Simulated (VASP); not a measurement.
# CuI (Marshite) (F-43m) in VASP: settings compared, part 3 of 3

VASP 6.6.1.

### Step 6. Relaxation of cell and atoms, revPBE

Input file INCAR:

```
SYSTEM = CuI
PREC = Accurate ; ENCUT = 600
EDIFF = 1E-6 ; ISMEAR = -1
SIGMA = 0.05 ; LREAL = .FALSE.
LASPH = .TRUE. ; NELM = 100
ALGO = Normal ; ISIF = 3
LWAVE = .FALSE. ; LCHARG = .FALSE.
GGA = RE ; IBRION = 2
NSW = 80 ; EDIFFG = -0.005
```

Input file KPOINTS:

```
Automatic mesh
0
G
  8 8 8
  0 0 0
```

Input file POSCAR:

```
CuI
1.0
    0.0000000000      3.0315000000      3.0315000000
    3.0315000000      0.0000000000      3.0315000000
    3.0315000000      3.0315000000      0.0000000000
I Cu
1 1
Direct
    0.0000000000      0.0000000000      0.0000000000
    0.7500000000      0.7500000000      0.7500000000
```

Potentials or basis: VASP PAW PBE potentials, release 64 (I, Cu).

The run is started by

```
> cat potpaw_PBE.64/I/POTCAR potpaw_PBE.64/Cu/POTCAR > POTCAR
> mpirun -np 1 vasp_std > vasp.out
```

OUTCAR:

```text
SYSTEM = CuI
   PREC = Accurate
   ENCUT = 600
   EDIFF = 1E-6
   ISMEAR = -1
   LREAL = .FALSE.
   LASPH = .TRUE.
   NELM = 100
   ISIF = 3
   GGA = RE
   IBRION = 2
   NSW = 80
   EDIFFG = -0.005

 ion  position               nearest neighbor table
   1  0.000  0.000  0.000-   2 2.63   2 2.63   2 2.63   2 2.63
   2  0.750  0.750  0.750-   1 2.63   1 2.63   1 2.63   1 2.63

  LATTYP: Found a face centered cubic cell.
 ALAT       =     6.0630000000

  Lattice vectors:

 A1 = (   0.0000000000,   3.0315000000,   3.0315000000)
 A2 = (   3.0315000000,   0.0000000000,   3.0315000000)
 A3 = (   3.0315000000,   3.0315000000,   0.0000000000)

Analysis of symmetry for initial positions (statically):
=====================================================================
 Subroutine PRICEL returns:
 Original cell was already a primitive cell.

 Routine SETGRP: Setting up the symmetry group for a
 face centered cubic supercell.

 Subroutine GETGRP returns: Found 24 space group operations
 (whereof 24 operations were pure point group operations)
 out of a pool of 48 trial point group operations.

The static configuration has the point symmetry T_d .

Analysis of symmetry for dynamics (positions and initial velocities):
=====================================================================
 Subroutine PRICEL returns:
 Original cell was already a primitive cell.

 Routine SETGRP: Setting up the symmetry group for a
 face centered cubic supercell.

 Subroutine GETGRP returns: Found 24 space group operations
 (whereof 24 operations were pure point group operations)
 out of a pool of 48 trial point group operations.

The dynamic configuration has the point symmetry T_d .

 Subroutine INISYM returns: Found 24 space group operations
 (whereof 24 operations are pure point group operations),
 and found     1 'primitive' translations

[... 125 lines left out ...]
 conjugate gradient relaxation of ions
 non-spin polarized calculation
  energy-cutoff  :      600.00
  volume of cell :       55.72
 maximum number of plane-waves:      1880
 NGX is ok and might be reduce to    36
   NGX = 17   NGY = 17   NGZ = 17

--------------------------------------- Ionic step        1  -------------------------------------------

 number of electron      18.0000006 magnetization

 Free energy of the ion-electron system (eV)
  ---------------------------------------------------
  ext. energy  EPLUGINS =         0.00000000
  ---------------------------------------------------
  free energy    TOTEN  =        -4.93676691 eV

  energy without entropy =       -4.93676686  energy(sigma->0) =       -4.93676689

------------------------ aborting loop because EDIFF is reached ----------------------------------------

  FORCE on cell =-STRESS in cart. coord.  units (eV):
  Direction    XX          YY          ZZ          XY          YZ          ZX
  --------------------------------------------------------------------------------------
  -------------------------------------------------------------------------------------
  Total        0.6325535      0.6325535      0.6325535     -0.0000000      0.0000000      0.0000000
  in kB       18.1888442     18.1888442     18.1888442     -0.0000000      0.0000000      0.0000000
  external PRESSURE =      18.1888442 kB  Pullay stress =       0.0000000 kB
[... 131 lines left out ...]
--------------------------------------- Ionic step        5  -------------------------------------------

 number of electron      18.0000007 magnetization

 Free energy of the ion-electron system (eV)
  ---------------------------------------------------
  ext. energy  EPLUGINS =         0.00000000
  ---------------------------------------------------
  free energy    TOTEN  =        -4.95216174 eV

  energy without entropy =       -4.95216157  energy(sigma->0) =       -4.95216166

 E-fermi :   4.6275     XC(G=0):  -8.5406

 val. band max:        4.0239813944   @ k =   0.0000   0.0000   0.0000
 cond. band min:       5.1427574589   @ k =   0.0000   0.0000   0.0000
 fundamental gap:      1.1187760646
 Fermi energy:         4.6275487192

 k-point     1 :       0.0000    0.0000    0.0000
  band No.  band energies     occupation
      1      -9.7406      2.00000
      2       0.5881      2.00000
      3       0.5881      2.00000
      4       0.5881      2.00000
      5       2.3864      2.00000
      6       2.3864      2.00000
      7       4.0240      1.99999
      8       4.0240      1.99999
      9       4.0240      1.99999
     10       5.1428      0.00007
     11       8.9608      0.00000
     12       8.9608      0.00000
     13       8.9608      0.00000
[... 354 lines left out ...]
  band No.  band energies     occupation
      1      -9.1795      2.00000
      2      -1.0227      2.00000
      3       0.0662      2.00000
      4       0.5420      2.00000
      5       2.3317      2.00000
      6       2.3983      2.00000
      7       2.5045      2.00000
      8       2.8820      2.00000
      9       3.1456      2.00000
     10       7.4434      0.00000
     11       8.8247      0.00000
     12      10.1908      0.00000
     13      11.3749      0.00000

 [... further k-points ...]
[... 5 lines left out ...]
  --------------------------------------------------------------------------------------
  -------------------------------------------------------------------------------------
  Total        0.0000854      0.0000854      0.0000854      0.0000000      0.0000000      0.0000000
  in kB        0.0023385      0.0023385      0.0023385      0.0000000      0.0000000      0.0000000
  external PRESSURE =       0.0023385 kB  Pullay stress =       0.0000000 kB
[... 17 lines left out ...]
  FREE ENERGIE OF THE ION-ELECTRON SYSTEM (eV)
  ---------------------------------------------------
  free  energy   TOTEN  =        -4.9521617387 eV

  energy  without entropy=       -4.9521615716  energy(sigma->0) =       -4.95216166

 reached required accuracy - stopping structural energy minimisation
```

CONTCAR:

```text
CuI
   1.00000000000000
    -0.0000000000000000    3.0817206060634823    3.0817206060634823
     3.0817206060634823    0.0000000000000000    3.0817206060634823
     3.0817206060634823    3.0817206060634823    0.0000000000000000
  I               Cu
     1     1
Direct
     0.0000000000000000    0.0000000000000000    0.0000000000000000
     0.7500000000000000    0.7500000000000000    0.7500000000000000

  0.00000000E+00  0.00000000E+00  0.00000000E+00
  0.00000000E+00  0.00000000E+00  0.00000000E+00
```

Run time: 2.2 min. Hardware: 1 thread of Intel Xeon Platinum 8488C (Sapphire Rapids), shared host; peak memory 0.22 GiB.

Results:

- Free energy: -4.9522 eV
- Relaxed volume: 29.27 Å³/atom
- Relaxed cell: a = 4.358 Å, b = 4.358 Å, c = 4.358 Å, α = 60.00°, β = 60.00°, γ = 60.00°
- Space group after relaxing (to 0.05 Å): F-43m (No. 216)
- Energy gained by relaxing: 7.7 meV/atom
- Ionic steps: 5
- Pressure after relaxing: 0.0 GPa
- Band gap on the k mesh: 1.12 eV, direct

The path:
```tsv
step	energy change (eV)	largest force (eV/Å)	pressure (GPa)	volume (Å³)
1	0.0000	0.0000	1.82	55.72
2	-0.0153	0.0000	0.35	58.31
3	-0.0151	0.0000	-0.23	58.98
4	-0.0153	0.0000	-0.11	58.71
5	-0.0154	0.0000	0.00	58.53
```

Final structure:
```
I Cu
1.0
     0.00000    3.08172    3.08172
     3.08172    0.00000    3.08172
     3.08172    3.08172    0.00000
I Cu
1 1
Direct
  0.00000 0.00000 0.00000
  0.75000 0.75000 0.75000
```

Levels at points of the mesh, in eV from the valence-band top:
```tsv
k point	band 6	band 7	band 8	band 9	band 10	band 11	band 12	band 13
(0.00, 0.00, 0.00)	-1.64	0.00	0.00	0.00	1.12	4.94	4.94	4.94
(0.50, 0.00, 0.00)	-1.61	-1.57	-0.63	-0.63	2.18	5.46	5.46	7.44
(0.50, 0.50, 0.00)	-1.59	-1.56	-1.32	-1.32	2.91	2.97	8.99	9.54
```

Caveat: the PAW data sets were made with another functional, which shifts forces and pressure a little; spin-orbit coupling is left out, which moves the levels of the heavy elements.

### Step 7. Overview

| task | level | cell | cutoff (eV) | smearing | gap on the mesh (eV) | pressure (GPa) | relaxed volume (Å³/atom) |
| --- | --- | --- | --- | --- | --- | --- | --- |
| single point | PBE | a = 4.287 Å, angles 60.0°, 2 atoms | 520 | gaussian 0.016 eV | 1.14 | 0.3 | - |
| single point | revPBE | a = 4.356 Å, angles 60.0°, 2 atoms | 520 | fermi-dirac 0.05 eV | 1.12 | 0.0 | - |
| single point | BLYP | a = 4.420 Å, angles 60.0°, 2 atoms | 520 | fermi-dirac 0.05 eV | 0.99 | 0.0 | - |
| relaxation of cell and atoms | BLYP | relaxed from a = 4.287 Å, angles 60.0°, 2 atoms | 600 | fermi-dirac 0.05 eV | 0.98 | 0.0 | 30.66 |
| relaxation of cell and atoms | revPBE | relaxed from a = 4.287 Å, angles 60.0°, 2 atoms | 600 | fermi-dirac 0.05 eV | 1.12 | 0.0 | 29.27 |

Alike in all rows: potentials or basis VASP PAW PBE potentials, release 64 (I, Cu); no spin polarisation; k mesh 8 × 8 × 8.

Caveats: spin-orbit coupling is left out, which moves the levels of the heavy elements; the PAW data sets were made with another functional, which shifts forces and pressure a little (some runs); the volume moved by +10 % from the deposited cell, more than functionals usually miss (some runs).

Absolute energies hang on the potentials; compare differences alone.
